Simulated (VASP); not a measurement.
# SiNi (P4/mmm) in VASP: further runs, part 2 of 2

VASP 6.6.1. Earlier steps stand in the parts before.

## 3. Single point, PBE

This run uses another cell than the first one, of 11.39 Å³/atom.

Input file INCAR:

```
PREC = Accurate ; ENCUT = 520
EDIFF = 1E-6 ; ISMEAR = 0
SIGMA = 0.1 ; LREAL = F
LASPH = T ; NELM = 80
ALGO = Normal ; ISIF = 2
LWAVE = F ; LCHARG = F
GGA = PE ; NBANDS = 14
```

Input file KPOINTS:

```
regular mesh
0
Gamma
  20 20 16
```

Input file POSCAR:

```
SiNi
1.0
    2.6433965813      0.0000000000      0.0000000000
    0.0000000000      2.6433965813      0.0000000000
    0.0000000000      0.0000000000      3.2587359152
Si Ni
1 1
Direct
    0.0000000000      0.0000000000      0.0000000000
    0.5000000000      0.5000000000      0.5000000000
```

Potentials or basis: VASP PAW PBE potentials, release 64 (Si, Ni).

Command:

```sh
$ cat potpaw_PBE.64/Si/POTCAR potpaw_PBE.64/Ni/POTCAR > POTCAR
$ mpirun -np 1 vasp_std > vasp.out
```

OUTCAR:

```text
PREC = Accurate
   ENCUT = 520
   EDIFF = 1E-6
   ISMEAR = 0
   LREAL = F
   LASPH = T
   NELM = 80
   ISIF = 2
   GGA = PE

 ion  position               nearest neighbor table
   1  0.000  0.000  0.000-   2 2.48   2 2.48   2 2.48   2 2.48   2 2.48   2 2.48   2 2.48   2 2.48

   2  0.500  0.500  0.500-   1 2.48   1 2.48   1 2.48   1 2.48   1 2.48   1 2.48   1 2.48   1 2.48

  LATTYP: Found a simple tetragonal cell.
 ALAT       =     2.6433965813
 C/A-ratio  =     1.2327835854

  Lattice vectors:

 A1 = (   2.6433965813,   0.0000000000,   0.0000000000)
 A2 = (   0.0000000000,   2.6433965813,   0.0000000000)
 A3 = (   0.0000000000,   0.0000000000,   3.2587359152)

Analysis of symmetry for initial positions (statically):
=====================================================================
 Subroutine PRICEL returns:
 Original cell was already a primitive cell.

 Routine SETGRP: Setting up the symmetry group for a
 simple tetragonal supercell.

 Subroutine GETGRP returns: Found 16 space group operations
 (whereof 16 operations were pure point group operations)
 out of a pool of 16 trial point group operations.

The static configuration has the point symmetry D_4h.

Analysis of symmetry for dynamics (positions and initial velocities):
=====================================================================
 Subroutine PRICEL returns:
 Original cell was already a primitive cell.

 Routine SETGRP: Setting up the symmetry group for a
 simple tetragonal supercell.

 Subroutine GETGRP returns: Found 16 space group operations
 (whereof 16 operations were pure point group operations)
 out of a pool of 16 trial point group operations.

The dynamic configuration has the point symmetry D_4h.

 Subroutine INISYM returns: Found 16 space group operations
 (whereof 16 operations are pure point group operations),
 and found     1 'primitive' translations

----------------------------------------------------------------------------------------

                                     Primitive cell

  volume of cell :      22.7706

  direct lattice vectors                    reciprocal lattice vectors
     2.643396581  0.000000000  0.000000000     0.378301163  0.000000000  0.000000000
     0.000000000  2.643396581  0.000000000     0.000000000  0.378301163  0.000000000
     0.000000000  0.000000000  3.258735915     0.000000000  0.000000000  0.306867456

  length of vectors
     2.643396581  2.643396581  3.258735915     0.378301163  0.378301163  0.306867456

  position of ions in fractional coordinates (direct lattice)
     0.000000000  0.000000000  0.000000000
     0.500000000  0.500000000  0.500000000

  ion indices of the primitive-cell ions
   primitive index   ion index
                 1           1
                 2           2

----------------------------------------------------------------------------------------

 KPOINTS: regular mesh

Automatic generation of k-mesh.
 Grid dimensions read from file:
 generate k-points for:   20   20   16

 Generating k-lattice:

  Cartesian coordinates                     Fractional coordinates (reciprocal lattice)
     0.018915058  0.000000000  0.000000000     0.050000000  0.000000000  0.000000000
     0.000000000  0.018915058  0.000000000     0.000000000  0.050000000  0.000000000
     0.000000000  0.000000000  0.019179216     0.000000000  0.000000000  0.062500000

  Length of vectors
     0.018915058  0.018915058  0.019179216

  Shift w.r.t. Gamma in fractional coordinates (k-lattice)
     0.000000000  0.000000000  0.000000000

 Subroutine IBZKPT returns following result:
 ===========================================

 Found    594 irreducible k-points:

 Following reciprocal coordinates:
            Coordinates               Weight
  0.000000  0.000000  0.000000      1.000000
  0.050000  0.000000  0.000000      4.000000
  0.100000  0.000000  0.000000      4.000000
  0.150000  0.000000  0.000000      4.000000
  0.200000  0.000000  0.000000      4.000000
  0.250000  0.000000  0.000000      4.000000
[... 16 lines left out ...]
  0.150000  0.100000  0.000000      8.000000
  0.200000  0.100000  0.000000      8.000000
 [... further k-points ...]
   k-points           NKPTS =    594   k-points in BZ     NKDIM =    594   number of bands    NBANDS=     14
   number of dos      NEDOS =    301   number of ions     NIONS =      2
   total plane-waves  NPLWV =   9600
   dimension x,y,z NGX =    20 NGY =   20 NGZ =   24
   dimension x,y,z NGXF=    40 NGYF=   40 NGZF=   48
   ions per type =               1   1
   NGX,Y,Z   is equivalent  to a cutoff of  12.58, 12.58, 12.24 a.u.
   NGXF,Y,Z  is equivalent  to a cutoff of  25.16, 25.16, 24.49 a.u.
 SYSTEM =  unknown system
   PREC   = accura    normal or accurate (medium, high low for compatibility)
   ISTART =      0    job   : 0-new  1-cont  2-samecut
   ICHARG =      2    charge: 1-file 2-atom 10-const
   ISPIN  =      1    spin polarized calculation?
   LNONCOLLINEAR =      F non collinear calculations
   LSORBIT =      F    spin-orbit coupling
   LASPH  =      T    aspherical Exc in radial PAW
   ENCUT  =  520.0 eV  38.22 Ry    6.18 a.u.   4.91  4.91  6.06*2*pi/ulx,y,z
   NELM   =     80;   NELMIN=  2; NELMDL= -5     # of ELM steps
   EDIFF  = 0.1E-05   stopping-criterion for ELM
   LREAL  =      F    real-space projection
[... 7 lines left out ...]
   TEBEG  =    0.0;   TEEND  =   0.0 temperature during run
   PSTRESS=    0.0 pullay stress
   NELECT =      14.0000    total number of electrons
   NUPDOWN=      -1.0000    fix difference up-down
   EMIN   =  10.00;   EMAX   =-10.00  energy-range for DOS
   EFERMI =   0.00;   METHOD = LEGACY
   ISMEAR =     0;   SIGMA  =   0.10  broadening in eV -4-tet -1-fermi 0-gaus
   EFERMI_NEDOS =   21; number of points for ismear=-14 and -15
   IALGO  =     38    algorithm
   IMIX   =      4    mixing-type and parameters
     AMIX     =   0.40;   BMIX     =  1.00
     AMIX_MAG =   1.60;   BMIX_MAG =  1.00
  volume/ion in A,a.u.               =      11.39        76.83
  Fermi-wavevector in a.u.,A,eV,Ry     =   1.392065  2.630622 26.365988  1.937845
  Thomas-Fermi vector in A             =   2.515844
   LORBIT       =      0    0 simple, 1 ext, 2 COOP (PROOUT), +10 PAW based schemes
   GGA     = PE    functional components
   LHFCALC =     F    Hartree Fock is set to
   AEXX    =    0.0000 exact exchange contribution
   IVDW    =     0    specifies the selected vdW correction
   LEPSILON=     F    determine dielectric tensor
   LRPA    =     F    only Hartree local field effects (RPA)
 non-spin polarized calculation
 Gauss-broadening in eV      SIGMA  =   0.10
  energy-cutoff  :      520.00
  volume of cell :       22.77
 maximum number of plane-waves:       624
 NGX is ok and might be reduce to    20
   NGX =  9   NGY =  9   NGZ = 13

 number of electron      13.9999987 magnetization

 Free energy of the ion-electron system (eV)
  ---------------------------------------------------
  ext. energy  EPLUGINS =         0.00000000
  ---------------------------------------------------
  free energy    TOTEN  =       -11.47046738 eV

  energy without entropy =      -11.46580769  energy(sigma->0) =      -11.46813754

 E-fermi :  11.8351     XC(G=0): -12.5974

 val. band max:       11.8338419409   @ k =   0.2500   0.1000   0.0000
 cond. band min:      11.8367423046   @ k =   0.5000   0.3500   0.4375
 fundamental gap:      0.0029003636
 Fermi energy:        11.8350745462

 k-point     1 :       0.0000    0.0000    0.0000
  band No.  band energies     occupation
      1      -2.2535      2.00000
      2       7.5135      2.00000
      3       7.9391      2.00000
      4       9.6229      2.00000
      5       9.6229      2.00000
      6      10.1382      2.00000
      7      10.4059      2.00000
      8      16.3309      0.00000
      9      16.8995      0.00000
     10      16.8995      0.00000
     11      19.1891      0.00000
     12      23.9682      0.00000
     13      29.8739      0.00000
     14      29.8739      0.00000
[... 375 lines left out ...]
 k-point    24 :       0.2000    0.1000    0.0000
  band No.  band energies     occupation
      1      -1.2043      2.00000
      2       7.6856      2.00000
      3       7.9705      2.00000
      4       8.5225      2.00000
      5       9.5029      2.00000
      6       9.6795      2.00000
      7      12.5456      0.00000
      8      12.6793      0.00000
      9      15.9957      0.00000
     10      16.7299      0.00000
     11      23.5539      0.00000
     12      24.4915      0.00000
     13      27.5662      0.00000
     14      27.7860      0.00000

 [... further k-points ...]

------------------------ aborting loop because EDIFF is reached ----------------------------------------

  FORCE on cell =-STRESS in cart. coord.  units (eV):
  Direction    XX          YY          ZZ          XY          YZ          ZX
  --------------------------------------------------------------------------------------
  -------------------------------------------------------------------------------------
  Total        0.0064187      0.0064187      0.0318292      0.0000000     -0.0000000      0.0000000
  in kB        0.4516307      0.4516307      2.2395568      0.0000000     -0.0000000      0.0000000
  external PRESSURE =       1.0476060 kB  Pullay stress =       0.0000000 kB

 VOLUME and BASIS-vectors are now :
 -----------------------------------------------------------------------------
  energy-cutoff  :      520.00
  volume of cell :       22.77
      direct lattice vectors                 reciprocal lattice vectors
     2.643396581  0.000000000  0.000000000     0.378301163  0.000000000  0.000000000
     0.000000000  2.643396581  0.000000000     0.000000000  0.378301163  0.000000000
     0.000000000  0.000000000  3.258735915     0.000000000  0.000000000  0.306867456

 POSITION                                       TOTAL-FORCE (eV/Angst)
 -----------------------------------------------------------------------------------
      0.00000      0.00000      0.00000         0.000000      0.000000      0.000000
      1.32170      1.32170      1.62937         0.000000      0.000000      0.000000
 -----------------------------------------------------------------------------------
    total drift:                               -0.000000      0.000000      0.000000

  FREE ENERGIE OF THE ION-ELECTRON SYSTEM (eV)
  ---------------------------------------------------
  free  energy   TOTEN  =       -11.4704673841 eV

  energy  without entropy=      -11.4658076928  energy(sigma->0) =      -11.46813754
```

Run time: 64 s. Hardware: 1 thread of Intel Xeon Platinum 8559C (Emerald Rapids), shared host; peak memory 0.29 GiB.

Results:

```
Free energy            : -11.4705 eV
Pressure               : 0.1 GPa
Band gap on the k mesh : zero (bands 7 and 8 overlap by 1.72 eV)
```

Stress tensor (GPa, compression positive):
```
0.05 0.00 0.00
0.00 0.05 0.00
0.00 0.00 0.22
```

Spin polarisation is off, so any magnetic state and its effect on volume and gap are missing.
